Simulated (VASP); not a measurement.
# Li4CF (P4/mmm) in VASP: further runs

The runs below take Li4CF through single point, relaxation of cell and atoms, with PBE.

All numbers are computed with VASP 6.6.1; they aren't measurements. Logs are shortened: lines on timing, memory, paths and dates and some standing lists are left out, and cuts for length are marked.

## 1. The cell of the first run

It takes space group P4/mmm (No. 123, tetragonal). Conventional cell: a = 3.529 Å, b = 3.529 Å, c = 5.137 Å, α = 90.00°, β = 90.00°, γ = 90.00°. Within 2.8 Å of Li (site symmetry 2mm) lie 2 C at 2.15 Å and 2 F at 2.22 Å and 6 Li at 2.45 to 2.69 Å. C (site symmetry 4/mmm) has 8 Li at 2.15 Å within 2.8 Å. F (site symmetry 4/mmm) has 8 Li at 2.22 Å within 2.9 Å.

## 2. Single point, PBE

The input, INCAR:

```
PREC = Accurate ; ENCUT = 520
EDIFF = 1E-7 ; ISMEAR = 0
SIGMA = 0.1 ; LREAL = False
LASPH = True ; NELM = 100
ALGO = Normal ; ISIF = 2
LWAVE = False ; LCHARG = False
GGA = PE ; NBANDS = 20
```

The input, KPOINTS:

```
regular mesh
0
Gamma
  10 10 8
```

The input, POSCAR:

```
Li4CF
1.0
    3.5288945363      0.0000000000      0.0000000000
    0.0000000000      3.5288945363      0.0000000000
    0.0000000000      0.0000000000      5.1368337051
Li C F
4 1 1
Direct
    0.5000000000      0.0000000000      0.2381472816
    0.0000000000      0.5000000000      0.7618527184
    0.5000000000      0.0000000000      0.7618527184
    0.0000000000      0.5000000000      0.2381472816
    0.0000000000      0.0000000000      0.0000000000
    0.5000000000      0.5000000000      0.5000000000
```

Potentials or basis: VASP PAW PBE potentials, release 64 (Li_sv, C, F).

Launch:

```console
cat potpaw_PBE.64/Li_sv/POTCAR potpaw_PBE.64/C/POTCAR potpaw_PBE.64/F/POTCAR > POTCAR
mpirun -np 1 vasp_std > vasp.out
```

OUTCAR:

```text
PREC = Accurate
   ENCUT = 520
   EDIFF = 1E-7
   ISMEAR = 0
   LREAL = False
   LASPH = True
   NELM = 100
   ISIF = 2
   GGA = PE

 ion  position               nearest neighbor table
   1  0.500  0.000  0.238-   5 2.15   5 2.15   6 2.22   6 2.22   3 2.45   4 2.50   4 2.50   4 2.50
                             4 2.50
   2  0.000  0.500  0.762-   5 2.15   5 2.15   6 2.22   6 2.22   4 2.45   3 2.50   3 2.50   3 2.50
                             3 2.50
   3  0.500  0.000  0.762-   5 2.15   5 2.15   6 2.22   6 2.22   1 2.45   2 2.50   2 2.50   2 2.50
                             2 2.50
   4  0.000  0.500  0.238-   5 2.15   5 2.15   6 2.22   6 2.22   2 2.45   1 2.50   1 2.50   1 2.50
                             1 2.50
   5  0.000  0.000  0.000-   1 2.15   2 2.15   3 2.15   4 2.15   2 2.15   4 2.15   1 2.15   3 2.15

   6  0.500  0.500  0.500-   1 2.22   2 2.22   3 2.22   4 2.22   1 2.22   3 2.22   2 2.22   4 2.22

  LATTYP: Found a simple tetragonal cell.
 ALAT       =     3.5288945363
 C/A-ratio  =     1.4556495390

  Lattice vectors:

 A1 = (   3.5288945363,   0.0000000000,   0.0000000000)
 A2 = (   0.0000000000,   3.5288945363,   0.0000000000)
 A3 = (   0.0000000000,   0.0000000000,   5.1368337051)

Analysis of symmetry for initial positions (statically):
=====================================================================
 Subroutine PRICEL returns:
 Original cell was already a primitive cell.

 Routine SETGRP: Setting up the symmetry group for a
 simple tetragonal supercell.

 Subroutine GETGRP returns: Found 16 space group operations
 (whereof 16 operations were pure point group operations)
 out of a pool of 16 trial point group operations.

The static configuration has the point symmetry D_4h.

Analysis of symmetry for dynamics (positions and initial velocities):
=====================================================================
 Subroutine PRICEL returns:
 Original cell was already a primitive cell.

 Routine SETGRP: Setting up the symmetry group for a
 simple tetragonal supercell.

 Subroutine GETGRP returns: Found 16 space group operations
 (whereof 16 operations were pure point group operations)
 out of a pool of 16 trial point group operations.

The dynamic configuration has the point symmetry D_4h.

 Subroutine INISYM returns: Found 16 space group operations
 (whereof 16 operations are pure point group operations),
 and found     1 'primitive' translations

----------------------------------------------------------------------------------------

                                     Primitive cell

  volume of cell :      63.9695

  direct lattice vectors                    reciprocal lattice vectors
     3.528894536  0.000000000  0.000000000     0.283374861  0.000000000  0.000000000
     0.000000000  3.528894536  0.000000000     0.000000000  0.283374861  0.000000000
     0.000000000  0.000000000  5.136833705     0.000000000  0.000000000  0.194672449

  length of vectors
     3.528894536  3.528894536  5.136833705     0.283374861  0.283374861  0.194672449

  position of ions in fractional coordinates (direct lattice)
     0.500000000  0.000000000  0.238147282
     0.000000000  0.500000000  0.761852718
     0.500000000  0.000000000  0.761852718
     0.000000000  0.500000000  0.238147282
     0.000000000  0.000000000  0.000000000
     0.500000000  0.500000000  0.500000000

  ion indices of the primitive-cell ions
   primitive index   ion index
                 1           1
                 2           2
                 3           3
                 4           4
                 5           5
                 6           6

----------------------------------------------------------------------------------------

 KPOINTS: regular mesh

Automatic generation of k-mesh.
 Grid dimensions read from file:
 generate k-points for:   10   10    8

 Generating k-lattice:

  Cartesian coordinates                     Fractional coordinates (reciprocal lattice)
     0.028337486  0.000000000  0.000000000     0.100000000  0.000000000  0.000000000
     0.000000000  0.028337486  0.000000000     0.000000000  0.100000000  0.000000000
     0.000000000  0.000000000  0.024334056     0.000000000  0.000000000  0.125000000

  Length of vectors
     0.028337486  0.028337486  0.024334056

  Shift w.r.t. Gamma in fractional coordinates (k-lattice)
     0.000000000  0.000000000  0.000000000

 Subroutine IBZKPT returns following result:
 ===========================================

 Found    105 irreducible k-points:

 Following reciprocal coordinates:
            Coordinates               Weight
  0.000000  0.000000  0.000000      1.000000
  0.100000  0.000000  0.000000      4.000000
  0.200000  0.000000  0.000000      4.000000
  0.300000  0.000000  0.000000      4.000000
  0.400000  0.000000  0.000000      4.000000
  0.500000  0.000000  0.000000      2.000000
[... 16 lines left out ...]
  0.100000  0.000000  0.125000      8.000000
  0.200000  0.000000  0.125000      8.000000
 [... further k-points ...]
   k-points           NKPTS =    105   k-points in BZ     NKDIM =    105   number of bands    NBANDS=     20
   number of dos      NEDOS =    301   number of ions     NIONS =      6
   total plane-waves  NPLWV =  31360
   dimension x,y,z NGX =    28 NGY =   28 NGZ =   40
   dimension x,y,z NGXF=    56 NGYF=   56 NGZF=   80
   ions per type =               4   1   1
   NGX,Y,Z   is equivalent  to a cutoff of  13.19, 13.19, 12.95 a.u.
   NGXF,Y,Z  is equivalent  to a cutoff of  26.38, 26.38, 25.89 a.u.
 SYSTEM =  unknown system
   PREC   = accura    normal or accurate (medium, high low for compatibility)
   ISTART =      0    job   : 0-new  1-cont  2-samecut
   ICHARG =      2    charge: 1-file 2-atom 10-const
   ISPIN  =      1    spin polarized calculation?
   LNONCOLLINEAR =      F non collinear calculations
   LSORBIT =      F    spin-orbit coupling
   LASPH  =      T    aspherical Exc in radial PAW
   ENCUT  =  520.0 eV  38.22 Ry    6.18 a.u.   6.56  6.56  9.55*2*pi/ulx,y,z
   NELM   =    100;   NELMIN=  2; NELMDL= -5     # of ELM steps
   EDIFF  = 0.1E-06   stopping-criterion for ELM
   LREAL  =      F    real-space projection
   EDIFFG = 0.1E-05   stopping-criterion for IOM
   NSW    =      0    number of steps for IOM
   IBRION =     -1    ionic relax: 0-MD 1-quasi-New 2-CG
   NFREE  =      0    steps in history (QN), initial steepest desc. (CG)
   ISIF   =      2    stress and relaxation
   ISYM   =      2    0-nonsym 1-usesym 2-fastsym
   POTIM  = 0.5000    time-step for ionic-motion
   TEBEG  =    0.0;   TEEND  =   0.0 temperature during run
   PSTRESS=    0.0 pullay stress
   NELECT =      23.0000    total number of electrons
   NUPDOWN=      -1.0000    fix difference up-down
   EMIN   =  10.00;   EMAX   =-10.00  energy-range for DOS
   EFERMI =   0.00;   METHOD = LEGACY
   ISMEAR =     0;   SIGMA  =   0.10  broadening in eV -4-tet -1-fermi 0-gaus
   EFERMI_NEDOS =   21; number of points for ismear=-14 and -15
   IALGO  =     38    algorithm
   IMIX   =      4    mixing-type and parameters
     AMIX     =   0.40;   BMIX     =  1.00
     AMIX_MAG =   1.60;   BMIX_MAG =  1.00
  volume/ion in A,a.u.               =      10.66        71.95
  Fermi-wavevector in a.u.,A,eV,Ry     =   1.164108  2.199845 18.437890  1.355147
  Thomas-Fermi vector in A             =   2.300650
   LORBIT       =      0    0 simple, 1 ext, 2 COOP (PROOUT), +10 PAW based schemes
   GGA     = PE    functional components
   LHFCALC =     F    Hartree Fock is set to
   AEXX    =    0.0000 exact exchange contribution
   IVDW    =     0    specifies the selected vdW correction
   LEPSILON=     F    determine dielectric tensor
   LRPA    =     F    only Hartree local field effects (RPA)
 non-spin polarized calculation
 Gauss-broadening in eV      SIGMA  =   0.10
  energy-cutoff  :      520.00
  volume of cell :       63.97
 maximum number of plane-waves:      1749
 NGX is ok and might be reduce to    28
   NGX = 13   NGY = 13   NGZ = 19

 number of electron      23.0000036 magnetization

 Free energy of the ion-electron system (eV)
  ---------------------------------------------------
  ext. energy  EPLUGINS =         0.00000000
  ---------------------------------------------------
  free energy    TOTEN  =       -22.25785027 eV

  energy without entropy =      -22.24916514  energy(sigma->0) =      -22.25350770

 E-fermi :   2.4647     XC(G=0):  -8.8982

 val. band max:        2.4506907502   @ k =   0.1000   0.1000   0.3750
 cond. band min:       2.4675517668   @ k =   0.1000   0.1000   0.2500
 fundamental gap:      0.0168610166
 Fermi energy:         2.4646520570

 k-point     1 :       0.0000    0.0000    0.0000
  band No.  band energies     occupation
      1     -43.0171      2.00000
      2     -42.9667      2.00000
      3     -42.9059      2.00000
      4     -42.8667      2.00000
      5     -22.3969      2.00000
      6      -6.2538      2.00000
[... 12 lines left out ...]
     19      12.1792      0.00000
     20      12.1792      0.00000

 k-point     2 :       0.1000    0.0000    0.0000
  band No.  band energies     occupation
      1     -43.0142      2.00000
      2     -42.9642      2.00000
      3     -42.9085      2.00000
      4     -42.8691      2.00000
      5     -22.3950      2.00000
      6      -6.2238      2.00000
[... 12 lines left out ...]
     19      12.1314      0.00000
     20      12.2948      0.00000

 k-point     3 :       0.2000    0.0000    0.0000
  band No.  band energies     occupation
      1     -43.0058      2.00000
      2     -42.9568      2.00000
      3     -42.9159      2.00000
      4     -42.8758      2.00000
      5     -22.3896      2.00000
      6      -6.1441      2.00000
[... 12 lines left out ...]
     19      11.9723      0.00000
     20      12.5363      0.00000

 k-point     4 :       0.3000    0.0000    0.0000
  band No.  band energies     occupation
      1     -42.9930      2.00000
      2     -42.9454      2.00000
      3     -42.9276      2.00000
      4     -42.8865      2.00000
      5     -22.3830      2.00000
      6      -6.0447      2.00000
[... 429 lines left out ...]
 k-point    23 :       0.1000    0.0000    0.1250
  band No.  band energies     occupation
      1     -43.0126      2.00000
      2     -42.9658      2.00000
      3     -42.9072      2.00000
      4     -42.8703      2.00000
      5     -22.3949      2.00000
      6      -6.2310      2.00000
[... 12 lines left out ...]
     19      12.1544      0.00000
     20      12.1849      0.00000

 k-point    24 :       0.2000    0.0000    0.1250
  band No.  band energies     occupation
      1     -43.0042      2.00000
      2     -42.9584      2.00000
      3     -42.9147      2.00000
      4     -42.8771      2.00000
      5     -22.3895      2.00000
      6      -6.1469      2.00000
[... 12 lines left out ...]
     19      11.9870      0.00000
     20      12.2868      0.00000

 [... further k-points ...]
[... 5 lines left out ...]
  --------------------------------------------------------------------------------------
  -------------------------------------------------------------------------------------
  Total       -0.0621604     -0.0621604     -0.0346727      0.0000000      0.0000000      0.0000000
  in kB       -1.5568683     -1.5568683     -0.8684110      0.0000000      0.0000000      0.0000000
  external PRESSURE =      -1.3273825 kB  Pullay stress =       0.0000000 kB

 VOLUME and BASIS-vectors are now :
 -----------------------------------------------------------------------------
  energy-cutoff  :      520.00
  volume of cell :       63.97
      direct lattice vectors                 reciprocal lattice vectors
     3.528894536  0.000000000  0.000000000     0.283374861  0.000000000  0.000000000
     0.000000000  3.528894536  0.000000000     0.000000000  0.283374861  0.000000000
     0.000000000  0.000000000  5.136833705     0.000000000  0.000000000  0.194672449

 POSITION                                       TOTAL-FORCE (eV/Angst)
 -----------------------------------------------------------------------------------
      1.76445      0.00000      1.22332         0.000000     -0.000000      0.016182
      0.00000      1.76445      3.91351        -0.000000      0.000000     -0.016182
      1.76445      0.00000      3.91351        -0.000000     -0.000000     -0.016182
      0.00000      1.76445      1.22332         0.000000      0.000000      0.016182
      0.00000      0.00000      0.00000        -0.000000      0.000000      0.000000
      1.76445      1.76445      2.56842        -0.000000      0.000000      0.000000
 -----------------------------------------------------------------------------------
    total drift:                                0.000000      0.000000      0.000000

  FREE ENERGIE OF THE ION-ELECTRON SYSTEM (eV)
  ---------------------------------------------------
  free  energy   TOTEN  =       -22.2578502702 eV

  energy  without entropy=      -22.2491651364  energy(sigma->0) =      -22.25350770
```

Run time: 2.9 min. Hardware: 1 thread of AMD EPYC 7R43 (Zen 3), shared host; peak memory 0.22 GiB.

What came out:

```
Free energy   : -22.2579 eV
Largest force : 0.016 eV/Å
```

Forces on the atoms (eV/Å):
```
Li   0.000  0.000  0.016
Li   0.000  0.000 -0.016
Li   0.000  0.000 -0.016
Li   0.000  0.000  0.016
C    0.000  0.000  0.000
F    0.000  0.000  0.000
```

Levels at points of the mesh, in eV from the Fermi level:
```tsv
k point	band 7	band 8	band 9	band 10	band 11	band 12	band 13	band 14	band 15	band 16
(0.00, 0.00, 0.00)	-6.57	-6.40	-6.40	-0.18	0.16	0.16	0.70	4.19	7.91	7.91
(0.50, 0.00, 0.00)	-6.87	-6.58	-6.31	-2.33	-0.61	0.63	3.18	4.27	7.07	7.19
(0.50, 0.50, 0.00)	-6.79	-6.79	-6.63	-1.06	-1.06	-0.89	1.53	3.18	7.17	7.25
(0.00, 0.00, 0.50)	-6.42	-6.39	-6.39	-1.49	0.11	0.11	2.95	4.62	7.53	7.53
(0.50, 0.00, 0.50)	-7.03	-6.68	-6.30	-2.03	-0.96	0.69	3.78	5.21	6.91	7.51
(0.50, 0.50, 0.50)	-6.78	-6.78	-6.71	-1.69	-1.07	-1.07	2.62	5.10	5.97	7.16
```

Caveat: the cutoff is under 1.25 times the usual one of these potentials, so pressure, stress and relaxed cells hold a basis-set (Pulay) error; an odd number of electrons without spin polarisation forces a metal; a magnetic or distorted state may lie lower.

## 3. Single point, PBE

The input, INCAR:

```
SYSTEM = Li4CF
PREC = Accurate
ENCUT = 520
EDIFF = 1E-7
ISMEAR = 0
SIGMA = 0.1
LREAL = .FALSE.
LASPH = .TRUE.
NELM = 100
ALGO = Normal
ISIF = 2
LWAVE = .FALSE.
LCHARG = .FALSE.
GGA = PE
NBANDS = 20
```

The input, KPOINTS:

```
regular mesh
0
G
  10 10 8
  0 0 0
```

POSCAR is that of step 2.

Potentials or basis: VASP PAW PBE potentials, release 64 (Li_sv, C, F).

Launch:

```console
cat potpaw_PBE.64/Li_sv/POTCAR potpaw_PBE.64/C/POTCAR potpaw_PBE.64/F/POTCAR > POTCAR
mpirun -np 1 vasp_std > vasp.out
```

OUTCAR:

```text
SYSTEM = Li4CF
   PREC = Accurate
   ENCUT = 520
   EDIFF = 1E-7
   ISMEAR = 0
   LREAL = .FALSE.
   LASPH = .TRUE.
   NELM = 100
   ISIF = 2
   GGA = PE

 ion  position               nearest neighbor table
   1  0.500  0.000  0.238-   5 2.15   5 2.15   6 2.22   6 2.22   3 2.45   4 2.50   4 2.50   4 2.50
                             4 2.50
   2  0.000  0.500  0.762-   5 2.15   5 2.15   6 2.22   6 2.22   4 2.45   3 2.50   3 2.50   3 2.50
                             3 2.50
   3  0.500  0.000  0.762-   5 2.15   5 2.15   6 2.22   6 2.22   1 2.45   2 2.50   2 2.50   2 2.50
                             2 2.50
   4  0.000  0.500  0.238-   5 2.15   5 2.15   6 2.22   6 2.22   2 2.45   1 2.50   1 2.50   1 2.50
                             1 2.50
   5  0.000  0.000  0.000-   1 2.15   2 2.15   3 2.15   4 2.15   2 2.15   4 2.15   1 2.15   3 2.15

   6  0.500  0.500  0.500-   1 2.22   2 2.22   3 2.22   4 2.22   1 2.22   3 2.22   2 2.22   4 2.22

  LATTYP: Found a simple tetragonal cell.
 ALAT       =     3.5288945363
 C/A-ratio  =     1.4556495390

  Lattice vectors:

 A1 = (   3.5288945363,   0.0000000000,   0.0000000000)
 A2 = (   0.0000000000,   3.5288945363,   0.0000000000)
 A3 = (   0.0000000000,   0.0000000000,   5.1368337051)

[... 180 lines left out ...]

  energy without entropy =      -22.24916514  energy(sigma->0) =      -22.25350770

 E-fermi :   2.4647     XC(G=0):  -8.8982

 val. band max:        2.4506907502   @ k =   0.1000   0.1000   0.3750
 cond. band min:       2.4675517668   @ k =   0.1000   0.1000   0.2500
 fundamental gap:      0.0168610166
 Fermi energy:         2.4646520570

 k-point     1 :       0.0000    0.0000    0.0000
  band No.  band energies     occupation
      1     -43.0171      2.00000
      2     -42.9667      2.00000
      3     -42.9059      2.00000
      4     -42.8667      2.00000
      5     -22.3969      2.00000
      6      -6.2538      2.00000
[... 541 lines left out ...]
     19      11.9870      0.00000
     20      12.2868      0.00000

 [... further k-points ...]
[... 5 lines left out ...]
  --------------------------------------------------------------------------------------
  -------------------------------------------------------------------------------------
  Total       -0.0621604     -0.0621604     -0.0346727      0.0000000      0.0000000      0.0000000
  in kB       -1.5568683     -1.5568683     -0.8684110      0.0000000      0.0000000      0.0000000
  external PRESSURE =      -1.3273825 kB  Pullay stress =       0.0000000 kB

 VOLUME and BASIS-vectors are now :
 -----------------------------------------------------------------------------
  energy-cutoff  :      520.00
  volume of cell :       63.97
      direct lattice vectors                 reciprocal lattice vectors
     3.528894536  0.000000000  0.000000000     0.283374861  0.000000000  0.000000000
     0.000000000  3.528894536  0.000000000     0.000000000  0.283374861  0.000000000
     0.000000000  0.000000000  5.136833705     0.000000000  0.000000000  0.194672449

 POSITION                                       TOTAL-FORCE (eV/Angst)
 -----------------------------------------------------------------------------------
      1.76445      0.00000      1.22332         0.000000     -0.000000      0.016182
      0.00000      1.76445      3.91351        -0.000000      0.000000     -0.016182
      1.76445      0.00000      3.91351        -0.000000     -0.000000     -0.016182
      0.00000      1.76445      1.22332         0.000000      0.000000      0.016182
      0.00000      0.00000      0.00000        -0.000000      0.000000      0.000000
      1.76445      1.76445      2.56842        -0.000000      0.000000      0.000000
 -----------------------------------------------------------------------------------
    total drift:                                0.000000      0.000000      0.000000

  FREE ENERGIE OF THE ION-ELECTRON SYSTEM (eV)
  ---------------------------------------------------
  free  energy   TOTEN  =       -22.2578502702 eV

  energy  without entropy=      -22.2491651364  energy(sigma->0) =      -22.25350770
```

Run time: 2.6 min. Hardware: 1 thread of AMD EPYC 7R43 (Zen 3), shared host; peak memory 0.21 GiB.

Results:

- Free energy: -22.2579 eV
- Largest force: 0.016 eV/Å

Forces on the atoms (eV/Å):
```
Li   0.000  0.000  0.016
Li   0.000  0.000 -0.016
Li   0.000  0.000 -0.016
Li   0.000  0.000  0.016
C    0.000  0.000  0.000
F    0.000  0.000  0.000
```

Levels at points of the mesh, in eV from the Fermi level:
```tsv
k point	band 8	band 9	band 10	band 11	band 12	band 13	band 14	band 15
(0.00, 0.00, 0.00)	-6.40	-6.40	-0.18	0.16	0.16	0.70	4.19	7.91
(0.50, 0.00, 0.00)	-6.58	-6.31	-2.33	-0.61	0.63	3.18	4.27	7.07
(0.50, 0.50, 0.00)	-6.79	-6.63	-1.06	-1.06	-0.89	1.53	3.18	7.17
(0.00, 0.00, 0.50)	-6.39	-6.39	-1.49	0.11	0.11	2.95	4.62	7.53
(0.50, 0.00, 0.50)	-6.68	-6.30	-2.03	-0.96	0.69	3.78	5.21	6.91
(0.50, 0.50, 0.50)	-6.78	-6.71	-1.69	-1.07	-1.07	2.62	5.10	5.97
```

Caveat: the cutoff is under 1.25 times the usual one of these potentials, so pressure, stress and relaxed cells hold a basis-set (Pulay) error; an odd number of electrons without spin polarisation forces a metal; a magnetic or distorted state may lie lower.

(Part 1 of 2 ends here.)
